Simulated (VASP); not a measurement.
# HfC (Fm-3m) in VASP: a series of runs

HfC is run at these levels: PBE; tasks: single point.

Everything below comes from runs of VASP 6.6.1. Logs are shortened: lines on timing, memory, paths and dates and some standing lists are left out, and cuts for length are marked.

## (1) The cell of the first run

The structure is cubic, space group Fm-3m (No. 225). Conventional cell: a = 4.650 Å, b = 4.650 Å, c = 4.650 Å, α = 90.00°, β = 90.00°, γ = 90.00°. Hf (site symmetry m-3m) has 6 C at 2.33 Å within 3.1 Å. Within 3.1 Å of C (site symmetry m-3m) lie 6 Hf at 2.33 Å.

## (2) Single point, PBE

The input, INCAR:

```
PREC = Accurate ; ENCUT = 520
EDIFF = 1E-6 ; ISMEAR = -1
SIGMA = 0.05 ; LREAL = False
LASPH = True ; NELM = 80
ALGO = Normal ; ISIF = 2
LWAVE = False ; LCHARG = False
GGA = PE ; NBANDS = 14
```

The input, KPOINTS:

```
regular mesh
0
Gamma
  10 10 10
```

The input, POSCAR:

```
HfC
1.0
    0.0000000000      2.3250000000      2.3250000000
    2.3250000000      0.0000000000      2.3250000000
    2.3250000000      2.3250000000      0.0000000000
Hf C
1 1
Direct
    0.5000000000      0.5000000000      0.5000000000
    0.0000000000      0.0000000000      0.0000000000
```

Potentials or basis: VASP PAW PBE potentials, release 64 (Hf_pv, C).

Launch:

```console
cat potpaw_PBE.64/Hf_pv/POTCAR potpaw_PBE.64/C/POTCAR > POTCAR
mpirun -np 1 vasp_std > vasp.out
```

OUTCAR:

```text
PREC = Accurate
   ENCUT = 520
   EDIFF = 1E-6
   ISMEAR = -1
   LREAL = False
   LASPH = True
   NELM = 80
   ISIF = 2
   GGA = PE

 ion  position               nearest neighbor table
   1  0.500  0.500  0.500-   2 2.33   2 2.33   2 2.33   2 2.33   2 2.33   2 2.33
   2  0.000  0.000  0.000-   1 2.33   1 2.33   1 2.33   1 2.33   1 2.33   1 2.33

  LATTYP: Found a face centered cubic cell.
 ALAT       =     4.6500000000

  Lattice vectors:

 A1 = (   0.0000000000,   2.3250000000,   2.3250000000)
 A2 = (   2.3250000000,   0.0000000000,   2.3250000000)
 A3 = (   2.3250000000,   2.3250000000,   0.0000000000)

Analysis of symmetry for initial positions (statically):
=====================================================================
 Subroutine PRICEL returns:
 Original cell was already a primitive cell.

 Routine SETGRP: Setting up the symmetry group for a
 face centered cubic supercell.

 Subroutine GETGRP returns: Found 48 space group operations
 (whereof 48 operations were pure point group operations)
 out of a pool of 48 trial point group operations.

The static configuration has the point symmetry O_h .

Analysis of symmetry for dynamics (positions and initial velocities):
=====================================================================
 Subroutine PRICEL returns:
 Original cell was already a primitive cell.

 Routine SETGRP: Setting up the symmetry group for a
 face centered cubic supercell.

 Subroutine GETGRP returns: Found 48 space group operations
 (whereof 48 operations were pure point group operations)
 out of a pool of 48 trial point group operations.

The dynamic configuration has the point symmetry O_h .

 Subroutine INISYM returns: Found 48 space group operations
 (whereof 48 operations are pure point group operations),
 and found     1 'primitive' translations

----------------------------------------------------------------------------------------

                                     Primitive cell

  volume of cell :      25.1362

  direct lattice vectors                    reciprocal lattice vectors
     0.000000000  2.325000000  2.325000000    -0.215053763  0.215053763  0.215053763
     2.325000000  0.000000000  2.325000000     0.215053763 -0.215053763  0.215053763
     2.325000000  2.325000000  0.000000000     0.215053763  0.215053763 -0.215053763

  length of vectors
     3.288046533  3.288046533  3.288046533     0.372484045  0.372484045  0.372484045

  position of ions in fractional coordinates (direct lattice)
     0.500000000  0.500000000  0.500000000
     0.000000000  0.000000000  0.000000000

  ion indices of the primitive-cell ions
   primitive index   ion index
                 1           1
                 2           2

----------------------------------------------------------------------------------------

 KPOINTS: regular mesh

Automatic generation of k-mesh.
 Grid dimensions read from file:
 generate k-points for:   10   10   10

 Generating k-lattice:

  Cartesian coordinates                     Fractional coordinates (reciprocal lattice)
    -0.021505376  0.021505376  0.021505376     0.100000000  0.000000000  0.000000000
     0.021505376 -0.021505376  0.021505376     0.000000000  0.100000000  0.000000000
     0.021505376  0.021505376 -0.021505376     0.000000000  0.000000000  0.100000000

  Length of vectors
     0.037248404  0.037248404  0.037248404

  Shift w.r.t. Gamma in fractional coordinates (k-lattice)
     0.000000000  0.000000000  0.000000000

 Subroutine IBZKPT returns following result:
 ===========================================

 Found     47 irreducible k-points:

 Following reciprocal coordinates:
            Coordinates               Weight
  0.000000  0.000000  0.000000      1.000000
  0.100000  0.000000  0.000000      8.000000
  0.200000  0.000000  0.000000      8.000000
  0.300000  0.000000  0.000000      8.000000
  0.400000  0.000000  0.000000      8.000000
  0.500000  0.000000  0.000000      4.000000
[... 16 lines left out ...]
  0.300000  0.300000  0.000000      6.000000
  0.400000  0.300000  0.000000     24.000000
 [... further k-points ...]
   k-points           NKPTS =     47   k-points in BZ     NKDIM =     47   number of bands    NBANDS=     14
   number of dos      NEDOS =    301   number of ions     NIONS =      2
   total plane-waves  NPLWV =  13824
   dimension x,y,z NGX =    24 NGY =   24 NGZ =   24
   dimension x,y,z NGXF=    48 NGYF=   48 NGZF=   48
   ions per type =               1   1
   NGX,Y,Z   is equivalent  to a cutoff of  12.13, 12.13, 12.13 a.u.
   NGXF,Y,Z  is equivalent  to a cutoff of  24.27, 24.27, 24.27 a.u.
 SYSTEM =  unknown system
   PREC   = accura    normal or accurate (medium, high low for compatibility)
   ISTART =      0    job   : 0-new  1-cont  2-samecut
   ICHARG =      2    charge: 1-file 2-atom 10-const
   ISPIN  =      1    spin polarized calculation?
   LNONCOLLINEAR =      F non collinear calculations
   LSORBIT =      F    spin-orbit coupling
   LASPH  =      T    aspherical Exc in radial PAW
   ENCUT  =  520.0 eV  38.22 Ry    6.18 a.u.   6.11  6.11  6.11*2*pi/ulx,y,z
   NELM   =     80;   NELMIN=  2; NELMDL= -5     # of ELM steps
   EDIFF  = 0.1E-05   stopping-criterion for ELM
   LREAL  =      F    real-space projection
   EDIFFG = 0.1E-04   stopping-criterion for IOM
   NSW    =      0    number of steps for IOM
   IBRION =     -1    ionic relax: 0-MD 1-quasi-New 2-CG
   NFREE  =      0    steps in history (QN), initial steepest desc. (CG)
   ISIF   =      2    stress and relaxation
   ISYM   =      2    0-nonsym 1-usesym 2-fastsym
   POTIM  = 0.5000    time-step for ionic-motion
   TEBEG  =    0.0;   TEEND  =   0.0 temperature during run
   PSTRESS=    0.0 pullay stress
   NELECT =      14.0000    total number of electrons
   NUPDOWN=      -1.0000    fix difference up-down
   EMIN   =  10.00;   EMAX   =-10.00  energy-range for DOS
   EFERMI =   0.00;   METHOD = LEGACY
   ISMEAR =    -1;   SIGMA  =   0.05  broadening in eV -4-tet -1-fermi 0-gaus
   EFERMI_NEDOS =   21; number of points for ismear=-14 and -15
   IALGO  =     38    algorithm
   IMIX   =      4    mixing-type and parameters
     AMIX     =   0.40;   BMIX     =  1.00
     AMIX_MAG =   1.60;   BMIX_MAG =  1.00
  volume/ion in A,a.u.               =      12.57        84.81
  Fermi-wavevector in a.u.,A,eV,Ry     =   1.346949  2.545365 24.684672  1.814272
  Thomas-Fermi vector in A             =   2.474740
   LORBIT       =      0    0 simple, 1 ext, 2 COOP (PROOUT), +10 PAW based schemes
   GGA     = PE    functional components
[... 5 lines left out ...]
 non-spin polarized calculation
  energy-cutoff  :      520.00
  volume of cell :       25.14
 maximum number of plane-waves:       700
   NGX = 13   NGY = 13   NGZ = 13

 number of electron      14.0000000 magnetization

 Free energy of the ion-electron system (eV)
  ---------------------------------------------------
  ext. energy  EPLUGINS =         0.00000000
  ---------------------------------------------------
  free energy    TOTEN  =       -21.04425376 eV

  energy without entropy =      -21.04145324  energy(sigma->0) =      -21.04285350

 E-fermi :   5.9821     XC(G=0): -12.2853

 val. band max:        5.9673193728   @ k =   0.1000   0.0000   0.0000
 cond. band min:       6.1065100869   @ k =   0.1000   0.1000   0.0000
 fundamental gap:      0.1391907141
 Fermi energy:         5.9820528646

 k-point     1 :       0.0000    0.0000    0.0000
  band No.  band energies     occupation
      1     -23.6186      2.00000
      2     -23.6186      2.00000
      3     -23.6186      2.00000
      4      -6.3560      2.00000
      5       6.9531      0.00000
      6       6.9531      0.00000
      7       6.9531      0.00000
      8       7.3448      0.00000
      9       7.3448      0.00000
     10       7.3448      0.00000
     11       9.3440      0.00000
     12       9.3440      0.00000
     13      12.7814      0.00000
     14      16.9542      0.00000

 k-point     2 :       0.1000    0.0000    0.0000
  band No.  band energies     occupation
      1     -23.6873      2.00000
      2     -23.6252      2.00000
      3     -23.6252      2.00000
      4      -6.1066      2.00000
      5       5.5850      1.99929
      6       5.9673      1.14628
      7       5.9673      1.14628
      8       7.7520      0.00000
      9       7.7520      0.00000
     10       8.1108      0.00000
     11      10.4416      0.00000
     12      10.4416      0.00000
     13      13.3312      0.00000
     14      17.6476      0.00000

 k-point     3 :       0.2000    0.0000    0.0000
  band No.  band energies     occupation
      1     -23.8625      2.00000
      2     -23.6425      2.00000
      3     -23.6425      2.00000
      4      -5.4083      2.00000
      5       3.8021      2.00000
      6       4.7298      2.00000
      7       4.7298      2.00000
      8       8.4936      0.00000
      9       8.4936      0.00000
     10       8.6483      0.00000
     11      12.4288      0.00000
     12      12.4288      0.00000
     13      14.4823      0.00000
     14      19.2681      0.00000
[... 324 lines left out ...]
 k-point    23 :       0.3000    0.3000    0.0000
  band No.  band energies     occupation
      1     -24.0247      2.00000
      2     -23.7707      2.00000
      3     -23.7707      2.00000
      4      -4.5381      2.00000
      5       2.1582      2.00000
      6       5.0116      2.00000
      7       5.5467      1.99967
      8       5.5467      1.99967
      9      10.5033      0.00000
     10      11.9598      0.00000
     11      11.9598      0.00000
     12      13.3296      0.00000
     13      18.2855      0.00000
     14      19.6392      0.00000

 k-point    24 :       0.4000    0.3000    0.0000
  band No.  band energies     occupation
      1     -24.1085      2.00000
      2     -23.8156      2.00000
      3     -23.7950      2.00000
      4      -4.2719      2.00000
      5       2.2377      2.00000
      6       4.1533      2.00000
      7       5.2417      2.00000
      8       6.1658      0.04944
      9      11.3175      0.00000
     10      12.3362      0.00000
     11      12.4653      0.00000
     12      14.2280      0.00000
     13      17.5391      0.00000
     14      18.6134      0.00000

 [... further k-points ...]
[... 5 lines left out ...]
  --------------------------------------------------------------------------------------
  -------------------------------------------------------------------------------------
  Total       -0.0662556     -0.0662556     -0.0662556      0.0000000     -0.0000000      0.0000000
  in kB       -4.2231298     -4.2231298     -4.2231298      0.0000000     -0.0000000      0.0000000
  external PRESSURE =      -4.2231298 kB  Pullay stress =       0.0000000 kB

 VOLUME and BASIS-vectors are now :
 -----------------------------------------------------------------------------
  energy-cutoff  :      520.00
  volume of cell :       25.14
      direct lattice vectors                 reciprocal lattice vectors
     0.000000000  2.325000000  2.325000000    -0.215053763  0.215053763  0.215053763
     2.325000000  0.000000000  2.325000000     0.215053763 -0.215053763  0.215053763
     2.325000000  2.325000000  0.000000000     0.215053763  0.215053763 -0.215053763

 POSITION                                       TOTAL-FORCE (eV/Angst)
 -----------------------------------------------------------------------------------
      2.32500      2.32500      2.32500        -0.000000     -0.000000     -0.000000
      0.00000      0.00000      0.00000         0.000000      0.000000      0.000000
 -----------------------------------------------------------------------------------
    total drift:                                0.000000     -0.000000      0.000000

  FREE ENERGIE OF THE ION-ELECTRON SYSTEM (eV)
  ---------------------------------------------------
  free  energy   TOTEN  =       -21.0442537618 eV

  energy  without entropy=      -21.0414532440  energy(sigma->0) =      -21.04285350
```

It took 16 s on 1 thread of AMD EPYC 7R43 (Zen 3), shared host; peak memory 0.11 GiB.

What came out:

| Property | Result |
| --- | --- |
| Free energy | -21.0443 eV |
| Pressure | -0.4 GPa |
| Band gap on the k mesh | zero (band 7 reaches 6.95 eV, above the bottom of band 8 at 5.55 eV) |

Caveat: spin-orbit coupling is left out, which moves the levels of the heavy elements.

## (3) Single point, PBE

This run uses another cell than the first one, of 12.82 Å³/atom, 1.020 times its volume.

The input, INCAR:

```
PREC     = Accurate       # precision mode
ENCUT    = 520            # plane-wave cutoff, eV
EDIFF    = 1E-7           # SCF threshold, eV
ISMEAR   = -1             # smearing method
SIGMA    = 0.05           # smearing width, eV
LREAL    = False          # projectors in reciprocal space
LASPH    = True           # aspherical terms in the spheres
NELM     = 80             # most SCF steps
ALGO     = Normal         # electronic algorithm
ISIF     = 2              # what is computed and relaxed
LWAVE    = False          # write WAVECAR
LCHARG   = True           # write CHGCAR
GGA      = PE             # functional
LELF     = True           # ELF
LVHAR    = True         
NBANDS   = 14             # bands
```

KPOINTS is that of step 2.

The input, POSCAR:

```
HfC
1.0
    0.0000000000      2.3403977997      2.3403977997
    2.3403977997      0.0000000000      2.3403977997
    2.3403977997      2.3403977997      0.0000000000
Hf C
1 1
Direct
    0.5000000000      0.5000000000      0.5000000000
    0.0000000000      0.0000000000      0.0000000000
```

Potentials or basis: VASP PAW PBE potentials, release 64 (Hf_pv, C).

Launch:

```console
cat potpaw_PBE.64/Hf_pv/POTCAR potpaw_PBE.64/C/POTCAR > POTCAR
mpirun -np 1 vasp_std > vasp.out
```

Run time: 28 s. Hardware: 1 thread of AMD EPYC 7R43 (Zen 3), shared host; peak memory 0.13 GiB.

Results (log left out):

```yaml
Free_energy: -21.0359 eV
Pressure: -4.9 GPa
Band_gap_on_the_k_mesh: zero (band 7 reaches 6.79 eV, above the bottom of band 8 at 5.39 eV)
```

Levels at points of the mesh, in eV from the Fermi level:
| k point | band 5 | band 6 | band 7 | band 8 | band 9 | band 10 |
| --- | --- | --- | --- | --- | --- | --- |
| (0.00, 0.00, 0.00) | 0.95 | 0.95 | 0.95 | 1.35 | 1.35 | 1.35 |
| (0.50, 0.00, 0.00) | -6.08 | -2.95 | -2.95 | 5.16 | 5.16 | 5.62 |
| (0.50, 0.50, 0.00) | -2.64 | -1.74 | -0.15 | -0.15 | 5.16 | 6.54 |

Caveat: spin-orbit coupling is left out, which moves the levels of the heavy elements.

## (4) Single point, PBE

This run uses another cell than the first one, of 13.07 Å³/atom, 1.040 times its volume.

The input, INCAR:

```
SYSTEM = HfC
PREC = Accurate
ENCUT = 520
EDIFF = 1E-6
ISMEAR = -1
SIGMA = 0.05
LREAL = .False.
LASPH = .True.
NELM = 60
ALGO = Normal
ISIF = 2
LWAVE = .False.
LCHARG = .False.
GGA = PE
NBANDS = 14
```

The input, KPOINTS:

```
regular mesh
0
Gamma
  10 10 10
  0 0 0
```

The input, POSCAR:

```
HfC
1.0
    0.0000000000      2.3555956139      2.3555956139
    2.3555956139      0.0000000000      2.3555956139
    2.3555956139      2.3555956139      0.0000000000
Hf C
1 1
Direct
    0.5000000000      0.5000000000      0.5000000000
    0.0000000000      0.0000000000      0.0000000000
```

Launch:

```console
cat potpaw_PBE.64/Hf_pv/POTCAR potpaw_PBE.64/C/POTCAR > POTCAR
mpirun -np 1 vasp_std > vasp.out
```

Run time: 21 s. Hardware: 1 thread of AMD EPYC 7R43 (Zen 3), shared host; peak memory 0.13 GiB.

Results (log left out):

```yaml
Free_energy: -21.0140 eV
Pressure: -9.0 GPa
Band_gap_on_the_k_mesh: zero (band 7 reaches 6.64 eV, above the bottom of band 8 at 5.25 eV)
```

Levels at points of the mesh, in eV from the Fermi level:
| k point | band 5 | band 6 | band 7 | band 8 | band 9 | band 10 |
| --- | --- | --- | --- | --- | --- | --- |
| (0.00, 0.00, 0.00) | 0.94 | 0.94 | 0.94 | 1.33 | 1.33 | 1.33 |
| (0.50, 0.00, 0.00) | -6.00 | -2.89 | -2.89 | 5.04 | 5.04 | 5.49 |
| (0.50, 0.50, 0.00) | -2.66 | -1.69 | -0.18 | -0.18 | 5.04 | 6.38 |

Caveat: spin-orbit coupling is left out, which moves the levels of the heavy elements.

## (5) The runs side by side

| cell | gap on the mesh (eV) | pressure (GPa) |
| --- | --- | --- |
| a = 3.288 Å, angles 60.0°, 2 atoms | none | -0.4 |
| a = 3.310 Å, angles 60.0°, 2 atoms | none | -4.9 |
| a = 3.331 Å, angles 60.0°, 2 atoms | none | -9.0 |

Alike in all rows: task single point; level PBE; potentials or basis VASP PAW PBE potentials, release 64 (Hf_pv, C); no spin polarisation; k mesh 10 × 10 × 10; cutoff (eV) 520; smearing fermi-dirac 0.05 eV.

Caveats: spin-orbit coupling is left out, which moves the levels of the heavy elements.

Absolute energies hang on the potentials; compare differences alone.
